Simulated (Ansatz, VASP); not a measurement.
## HfSi2O6: VASP beside Ansatz

```
Hf Si O
1.0
     4.95922   -2.50497   -0.01513
     4.95922    2.50497   -0.01513
    -0.19335    0.00000    5.88453
Hf Si O
1 2 6
Direct
  0.45879 0.54121 0.50000
  0.01508 0.48006 0.84499
  0.51994 0.98492 0.15501
  0.57066 0.20689 0.29876
  0.84737 0.69474 0.06856
  0.79311 0.42934 0.70124
  0.37311 0.87166 0.31599
  0.30526 0.15263 0.93144
  0.12834 0.62689 0.68401
```

Change from the starting cell: the structure that the rattled cell fell into.

Alike in both runs: functional PBE; k mesh 4 × 4 × 4; occupations gaussian, width 0.1 eV; no spin polarisation.

Ansatz relaxed the structure, and its values are those at the end. VASP's run is a single point on that final structure, the one shown.

|  | VASP | Ansatz |
| --- | --- | --- |
| version | VASP 6.6.1 | Ansatz 0.2.0 |
| potentials or method | VASP PAW PBE potentials, release 64 (Hf_pv, Si, O), cutoff 520 eV | scalar-relativistic, plane waves, PAW |
| valence electrons in the cell | 54 | 70 |

VASP gave:

```
gap on the k mesh at the Fermi level (eV) : 5.02
least direct gap on the mesh (eV)         : 5.28
pressure (GPa)                            : -0.3
rms of the force components (eV/Å)        : 0.078
```

**Question.** Which values does Ansatz return?

**Answer.** gap on the k mesh at the Fermi level (eV): 5.02; least direct gap on the mesh (eV): 5.28; pressure (GPa): 0.0; rms of the force components (eV/Å): 0.017.

With one functional, cell and mesh, what is left measures potentials, basis and numerics. VASP's potentials hold 54 valence electrons a cell and Ansatz's 70, so a difference there can come from the potentials and not from the codes.

Spin-orbit coupling is off throughout.
